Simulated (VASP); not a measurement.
Input of a VASP 6.6.1 run:

Contents of INCAR:

```
SYSTEM = PtS2
ALGO = Normal
EDIFF = 1E-6
ENCUT = 520
GGA = PE
ISIF = 2
ISMEAR = -1
IVDW = 12
LASPH = .TRUE.
LCHARG = .FALSE.
LREAL = Auto
LWAVE = .FALSE.
NBANDS = 81
NELM = 60
PREC = Accurate
SIGMA = 0.02
```

File KPOINTS:

```
Automatic mesh
0
Gamma
  2 2 2
  0.5 0.5 0.5
```

POSCAR

```
PtS2
1.0
    5.3147992137     -3.0685007567      0.0000000000
   -5.3147992137     -3.0685007567      0.0000000000
    0.0000000000      0.0000000000    -10.0776000000
Pt S
6 12
Direct
    0.3262290011      0.6607503872      0.4984961697
    0.3340288798      0.6701840060      0.0029484203
    0.6659915931      0.3353918979      0.4996894102
    0.6715102566      0.3395519024     -0.0004665793
   -0.0032599874     -0.0105232909      0.5012875089
    0.0016323914     -0.0004461443     -0.0003271612
    1.0001500419      0.3123586780      0.3767764150
    0.9929413249      0.3290453134      0.8808760022
    0.3440223301      0.9954956710      0.3716009764
    0.3470176795      1.0060792657      0.8783394856
    0.6626657046      0.6571733052      0.3765412400
    0.6602898041      0.6629375052      0.8854610225
    0.3369220542      0.3348881109      0.1197271176
    0.3231838810      0.3364118501      0.6188114234
    0.6818533358      1.0069036210      0.1170136739
    0.6571420762      0.9974721484      0.6180706716
    0.0134118045      0.6736549969      0.1232229896
    0.0007603661      0.6672596745      0.6177043145
```

Potentials or basis: VASP PAW PBE potentials, release 64 (Pt, S).

Launch:

```sh
$ cat potpaw_PBE.64/Pt/POTCAR potpaw_PBE.64/S/POTCAR > POTCAR
$ mpirun -np 1 vasp_std > vasp.out
```

Question: Predict the band gap on the k mesh.

Answer: 0.87 eV.

Question: Predict the pressure.

Answer: 1.9 GPa.

Question: Estimate the dispersion energy per atom.

Answer: -0.424 eV.

Question: What does it give for the largest force?

Answer: 1.021 eV/Å.

Forces on the atoms (eV/Å):
```
Pt   0.304 -0.334  0.692
Pt   0.511 -0.132  0.375
Pt   0.630  0.652  0.346
Pt   0.311  0.223 -0.738
Pt  -0.458 -0.367  0.746
Pt   0.348 -0.506  0.271
S   -0.985 -0.269 -0.002
S    0.264 -0.645  0.418
S   -0.707  0.211 -0.427
S   -0.360  0.500  0.166
S   -0.221 -0.280  0.006
S   -0.010 -0.456  0.902
S   -0.063  0.098 -0.367
S    0.851  0.049 -0.427
S   -0.481  0.504 -0.689
S    0.394 -0.157 -0.333
S   -0.522  0.516 -0.217
S    0.195  0.392 -0.722
```

Caveat: the k points lie up to 0.59 Å⁻¹ apart; spin-orbit coupling is left out, which moves the levels of the heavy elements; forces of over 1 eV/Å act on the atoms, so gaps and moduli don't describe the material at rest. A k mesh can miss the band edges.
